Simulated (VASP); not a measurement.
# MnO (Fm-3m) in VASP: single point with PBE+U

Aim: the single point of MnO with PBE+U.

All numbers are computed with VASP 6.6.1; they aren't measurements. Logs are shortened: lines on timing, memory, paths and dates and some standing lists are left out, and cuts for length are marked.

### Step 1. The cell of the first run

The structure is cubic, space group Fm-3m (No. 225). Conventional cell: a = 4.536 Å, b = 4.536 Å, c = 4.536 Å, α = 90.00°, β = 90.00°, γ = 90.00°. Within 3.0 Å of Mn (site symmetry m-3m) lie 6 O at 2.27 Å. O (site symmetry m-3m) has 6 Mn at 2.27 Å within 3.0 Å.

### Step 2. Single point, PBE+U, collinear spin, ferromagnetic start (11.67 Å³/atom)

Contents of INCAR:

```
SYSTEM = MnO
PREC = Accurate
ENCUT = 1340
EDIFF = 1E-6
ISMEAR = 0
SIGMA = 0.05
LREAL = .FALSE.
LASPH = .TRUE.
NELM = 200
ALGO = Normal
ISIF = 2
LWAVE = .FALSE.
LCHARG = .TRUE.
ISPIN = 2
MAGMOM = 4.76 0.18
LORBIT = 11
LMAXMIX = 4
LDAU = .TRUE.
LDAUTYPE = 2
LDAUL = 2 -1
LDAUU = 3.9 0
LDAUJ = 0 0
LDAUPRINT = 1
GGA = PE
LELF = .TRUE.
LVHAR = .TRUE.
NBANDS = 22
GGA_COMPAT = .FALSE.
```

Contents of KPOINTS:

```
regular mesh
0
G
  12 12 12
  0 0 0
```

Contents of POSCAR:

```
MnO
1.0
    0.0000000000      2.2680518477      2.2680518477
    2.2680518477      0.0000000000      2.2680518477
    2.2680518477      2.2680518477      0.0000000000
Mn O
1 1
Direct
    0.0000000000      0.0000000000      0.0000000000
    0.5000000000      0.5000000000      0.5000000000
```

Potentials or basis: VASP PAW PBE potentials, release 64 (Mn_sv, O_h).

The run is started by

```
$ cat potpaw_PBE.64/Mn_sv/POTCAR potpaw_PBE.64/O_h/POTCAR > POTCAR
$ mpirun -np 1 vasp_std > vasp.out
```

OUTCAR:

```text
SYSTEM = MnO
   PREC = Accurate
   ENCUT = 1340
   EDIFF = 1E-6
   ISMEAR = 0
   LREAL = .FALSE.
   LASPH = .TRUE.
   NELM = 200
   ISIF = 2
   ISPIN = 2
   LORBIT = 11
   GGA = PE

 ion  position               nearest neighbor table
   1  0.000  0.000  0.000-
   2  0.500  0.500  0.500-

  LATTYP: Found a face centered cubic cell.
 ALAT       =     4.5361036954

  Lattice vectors:

 A1 = (   0.0000000000,   2.2680518477,   2.2680518477)
 A2 = (   2.2680518477,   0.0000000000,   2.2680518477)
 A3 = (   2.2680518477,   2.2680518477,   0.0000000000)

Analysis of symmetry for initial positions (statically):
=====================================================================
 Subroutine PRICEL returns:
 Original cell was already a primitive cell.

 Routine SETGRP: Setting up the symmetry group for a
 face centered cubic supercell.

 Subroutine GETGRP returns: Found 48 space group operations
 (whereof 48 operations were pure point group operations)
 out of a pool of 48 trial point group operations.

The static configuration has the point symmetry O_h .

Analysis of symmetry for dynamics (positions and initial velocities):
=====================================================================
 Subroutine PRICEL returns:
 Original cell was already a primitive cell.

 Routine SETGRP: Setting up the symmetry group for a
 face centered cubic supercell.

 Subroutine GETGRP returns: Found 48 space group operations
 (whereof 48 operations were pure point group operations)
 out of a pool of 48 trial point group operations.

The dynamic configuration has the point symmetry O_h .

Analysis of structural, dynamic, and magnetic symmetry:
=====================================================================
 Subroutine PRICEL returns:
 Original cell was already a primitive cell.

 Routine SETGRP: Setting up the symmetry group for a
 face centered cubic supercell.

 Subroutine GETGRP returns: Found 48 space group operations
 (whereof 48 operations were pure point group operations)
 out of a pool of 48 trial point group operations.

The overall configuration has the point symmetry O_h .

 Subroutine INISYM returns: Found 48 space group operations
 (whereof 48 operations are pure point group operations),
 and found     1 'primitive' translations

----------------------------------------------------------------------------------------

                                     Primitive cell

  volume of cell :      23.3340

  direct lattice vectors                    reciprocal lattice vectors
     0.000000000  2.268051848  2.268051848    -0.220453514  0.220453514  0.220453514
     2.268051848  0.000000000  2.268051848     0.220453514 -0.220453514  0.220453514
     2.268051848  2.268051848  0.000000000     0.220453514  0.220453514 -0.220453514

  length of vectors
     3.207509683  3.207509683  3.207509683     0.381836687  0.381836687  0.381836687

  position of ions in fractional coordinates (direct lattice)
     0.000000000  0.000000000  0.000000000
     0.500000000  0.500000000  0.500000000

  ion indices of the primitive-cell ions
   primitive index   ion index
                 1           1
                 2           2

----------------------------------------------------------------------------------------

 KPOINTS: regular mesh

Automatic generation of k-mesh.
 Grid dimensions read from file:
 generate k-points for:   12   12   12

 Generating k-lattice:

[... 61 lines left out ...]
   EDIFF  = 0.1E-05   stopping-criterion for ELM
   LREAL  =      F    real-space projection
   EDIFFG = 0.1E-04   stopping-criterion for IOM
   NSW    =      0    number of steps for IOM
   IBRION =     -1    ionic relax: 0-MD 1-quasi-New 2-CG
   NFREE  =      0    steps in history (QN), initial steepest desc. (CG)
   ISIF   =      2    stress and relaxation
   ISYM   =      2    0-nonsym 1-usesym 2-fastsym
   POTIM  = 0.5000    time-step for ionic-motion
   TEBEG  =    0.0;   TEEND  =   0.0 temperature during run
   PSTRESS=    0.0 pullay stress
   NELECT =      21.0000    total number of electrons
   NUPDOWN=      -1.0000    fix difference up-down
   EMIN   =  10.00;   EMAX   =-10.00  energy-range for DOS
   EFERMI =   0.00;   METHOD = LEGACY
   ISMEAR =     0;   SIGMA  =   0.05  broadening in eV -4-tet -1-fermi 0-gaus
   EFERMI_NEDOS =   21; number of points for ismear=-14 and -15
   IALGO  =     38    algorithm
   IMIX   =      4    mixing-type and parameters
     AMIX     =   0.40;   BMIX     =  1.00
     AMIX_MAG =   1.60;   BMIX_MAG =  1.00
  volume/ion in A,a.u.               =      11.67        78.73
  Fermi-wavevector in a.u.,A,eV,Ry     =   1.580587  2.986876 33.990808  2.498254
  Thomas-Fermi vector in A             =   2.680792
   LORBIT       =     11    0 simple, 1 ext, 2 COOP (PROOUT), +10 PAW based schemes
 LDA+U is selected, type is set to LDAUTYPE =  2
   angular momentum for each species LDAUL =     2   -1
   U (eV)           for each species LDAUU =   3.9  0.0
   J (eV)           for each species LDAUJ =   0.0  0.0
   GGA     = PE    functional components
   LHFCALC =     F    Hartree Fock is set to
   AEXX    =    0.0000 exact exchange contribution
   IVDW    =     0    specifies the selected vdW correction
   LEPSILON=     F    determine dielectric tensor
   LRPA    =     F    only Hartree local field effects (RPA)
 spin polarized calculation
 Gauss-broadening in eV      SIGMA  =   0.05
  energy-cutoff  :     1340.00
  volume of cell :       23.33
 maximum number of plane-waves:      2652
 NGX is ok and might be reduce to    40
   NGX = 19   NGY = 19   NGZ = 19

atom =   1  type =  1  l = 2

 onsite density matrix

spin component  1

  0.9126 -0.0000 -0.0000 -0.0000  0.0000
 -0.0000  0.9126  0.0000  0.0000  0.0000
 -0.0000  0.0000  0.9421  0.0000 -0.0000
 -0.0000  0.0000  0.0000  0.9126  0.0000
  0.0000  0.0000 -0.0000  0.0000  0.9421

spin component  2

  0.0127 -0.0000  0.0000 -0.0000 -0.0000
 -0.0000  0.0127 -0.0000 -0.0000 -0.0000
  0.0000 -0.0000  0.0484  0.0000  0.0000
 -0.0000 -0.0000  0.0000  0.0127 -0.0000
 -0.0000 -0.0000  0.0000 -0.0000  0.0484

 occupancies and eigenvectors

  o =  0.0127  v =  0.0000  0.0000  0.0000  0.0000  0.0000  1.0000  0.0097 -0.0000  0.0001  0.0000      0.0000  0.0000  0.0000  0.0000  0.0000  0.0000  0.0000  0.0000  0.0000  0.0000
  o =  0.0127  v =  0.0000  0.0000  0.0000  0.0000  0.0000  0.0097 -0.9999  0.0000 -0.0083 -0.0000      0.0000  0.0000  0.0000  0.0000  0.0000  0.0000  0.0000  0.0000  0.0000  0.0000
  o =  0.0127  v =  0.0000  0.0000  0.0000  0.0000  0.0000 -0.0000 -0.0083 -0.0000  1.0000  0.0000      0.0000  0.0000  0.0000  0.0000  0.0000  0.0000  0.0000  0.0000  0.0000  0.0000
  o =  0.0484  v =  0.0000  0.0000  0.0000  0.0000  0.0000  0.0000  0.0000  1.0000  0.0000 -0.0055      0.0000  0.0000  0.0000  0.0000  0.0000  0.0000  0.0000  0.0000  0.0000  0.0000
  o =  0.0484  v =  0.0000  0.0000  0.0000  0.0000  0.0000 -0.0000 -0.0000  0.0055 -0.0000  1.0000      0.0000  0.0000  0.0000  0.0000  0.0000  0.0000  0.0000  0.0000  0.0000  0.0000
  o =  0.9126  v =  0.0000  0.1888 -0.0000 -0.9820  0.0000  0.0000  0.0000  0.0000  0.0000  0.0000      0.0000  0.0000  0.0000  0.0000  0.0000  0.0000  0.0000  0.0000  0.0000  0.0000
  o =  0.9126  v =  1.0000  0.0000  0.0000  0.0000  0.0000  0.0000  0.0000  0.0000  0.0000  0.0000      0.0000  0.0000  0.0000  0.0000  0.0000  0.0000  0.0000  0.0000  0.0000  0.0000
  o =  0.9126  v =  0.0000  0.9820 -0.0000  0.1888  0.0000  0.0000  0.0000  0.0000  0.0000  0.0000      0.0000  0.0000  0.0000  0.0000  0.0000  0.0000  0.0000  0.0000  0.0000  0.0000
  o =  0.9421  v =  0.0000 -0.0000  0.1091  0.0000  0.9940  0.0000  0.0000  0.0000  0.0000  0.0000      0.0000  0.0000  0.0000  0.0000  0.0000  0.0000  0.0000  0.0000  0.0000  0.0000
  o =  0.9421  v =  0.0000  0.0000  0.9940 -0.0000 -0.1091  0.0000  0.0000  0.0000  0.0000  0.0000      0.0000  0.0000  0.0000  0.0000  0.0000  0.0000  0.0000  0.0000  0.0000  0.0000

 number of electron      20.9999999 magnetization       4.9999999

 Free energy of the ion-electron system (eV)
  ---------------------------------------------------
  ext. energy  EPLUGINS =         0.00000000
  ---------------------------------------------------
  free energy    TOTEN  =       -15.34337919 eV

  energy without entropy =      -15.34334642  energy(sigma->0) =      -15.34336281

 E-fermi :   8.1143     XC(G=0): -11.5200

 val. band max:        8.1135256901   @ k =   0.0000   0.0000   0.0000
 cond. band min:       8.6565811606   @ k =   0.0833   0.0000   0.0000
 fundamental gap:      0.5430554705
 Fermi energy:         8.1142515112

 spin component 1

 k-point     1 :       0.0000    0.0000    0.0000
  band No.  band energies     occupation
      1     -72.8811      1.00000
      2     -41.6267      1.00000
      3     -41.6267      1.00000
      4     -41.6267      1.00000
      5     -10.7578      1.00000
      6       4.2013      1.00000
[... 1193 lines left out ...]
     21      33.3187      0.00000
     22      34.9983      0.00000

 [... further k-points ...]

------------------------ aborting loop because EDIFF is reached ----------------------------------------

  FORCE on cell =-STRESS in cart. coord.  units (eV):
  Direction    XX          YY          ZZ          XY          YZ          ZX
  --------------------------------------------------------------------------------------
  -------------------------------------------------------------------------------------
  Total       -0.3898105     -0.3898105     -0.3898105      0.0000000     -0.0000000     -0.0000000
  in kB      -26.7654891    -26.7654891    -26.7654891      0.0000000     -0.0000000     -0.0000000
  external PRESSURE =     -26.7654891 kB  Pullay stress =       0.0000000 kB

 VOLUME and BASIS-vectors are now :
 -----------------------------------------------------------------------------
  energy-cutoff  :     1340.00
  volume of cell :       23.33
      direct lattice vectors                 reciprocal lattice vectors
     0.000000000  2.268051848  2.268051848    -0.220453514  0.220453514  0.220453514
     2.268051848  0.000000000  2.268051848     0.220453514 -0.220453514  0.220453514
     2.268051848  2.268051848  0.000000000     0.220453514  0.220453514 -0.220453514

 POSITION                                       TOTAL-FORCE (eV/Angst)
 -----------------------------------------------------------------------------------
      0.00000      0.00000      0.00000         0.000000      0.000000      0.000000
      2.26805      2.26805      2.26805        -0.000000     -0.000000     -0.000000
 -----------------------------------------------------------------------------------
    total drift:                                0.000000     -0.000000     -0.000000

  FREE ENERGIE OF THE ION-ELECTRON SYSTEM (eV)
  ---------------------------------------------------
  free  energy   TOTEN  =       -15.3433791913 eV

  energy  without entropy=      -15.3433464207  energy(sigma->0) =      -15.34336281

 total charge

# of ion       s       p       d       tot
------------------------------------------
    1        2.111   6.009   4.734  12.854
    2        1.039   2.298   0.000   3.337
--------------------------------------------------
tot          3.150   8.306   4.734  16.191

 magnetization (x)

# of ion       s       p       d       tot
------------------------------------------
    1        0.023   0.015   4.469   4.507
    2        0.022   0.103   0.000   0.125
--------------------------------------------------
tot          0.045   0.118   4.469   4.632
```

It took 5 min on 1 thread of AMD EPYC 7R13 (Zen 3), shared host; peak memory 0.41 GiB.

What came out:

| Quantity | Value |
| --- | --- |
| Free energy | -15.3434 eV |
| Pressure | -2.7 GPa |
| Band gap on the k mesh | 0.06 eV (least direct gap 2.27 eV) |
| Net moment | 5.00 μB per cell |
| Site moments | Mn +4.51; O +0.12 μB |
| Valence electrons inside the program's atomic spheres | Mn 12.85; O 3.34 |

Levels at points of the mesh, in eV from the valence-band top:
Spin up:
| k point | band 9 | band 10 | band 11 | band 12 | band 13 | band 14 | band 15 | band 16 | band 17 | band 18 |
| --- | --- | --- | --- | --- | --- | --- | --- | --- | --- | --- |
| (0.00, 0.00, 0.00) | -3.54 | -3.54 | -2.50 | -2.50 | -2.50 | 0.06 | 14.56 | 16.07 | 16.07 | 16.07 |
| (0.50, 0.00, 0.00) | -3.15 | -3.15 | -2.40 | 0.00 | 0.00 | 4.13 | 8.07 | 12.21 | 12.21 | 18.10 |
| (0.50, 0.50, 0.00) | -3.52 | -3.21 | -2.94 | -2.94 | -2.87 | 5.34 | 8.39 | 10.33 | 13.83 | 13.83 |
Spin down:
```tsv
k point	band 5	band 6	band 7	band 8	band 9	band 10	band 11	band 12
(0.00, 0.00, 0.00)	-18.46	-2.21	-2.21	-2.21	1.38	3.26	3.26	3.26
(0.50, 0.00, 0.00)	-17.62	-5.97	-3.35	-3.35	4.27	4.58	4.58	5.17
(0.50, 0.50, 0.00)	-17.60	-5.17	-3.16	-3.16	1.46	4.45	4.51	5.08
```

Eigenvalues of the final occupation matrices:
```
    site  spin  trace               eigenvalues
site 1 d     1   4.62  0.91 0.91 0.91 0.94 0.94
site 1 d     2   0.13  0.01 0.01 0.01 0.05 0.05
```

Caveat: the smearing spreads over this small gap; a cell with one magnetic atom can't hold antiferromagnetic order, which such compounds often take. The state reached can hang on the start; a lower one may exist.

The gap in the log of VASP goes by the Fermi energy; the results here count the filled bands.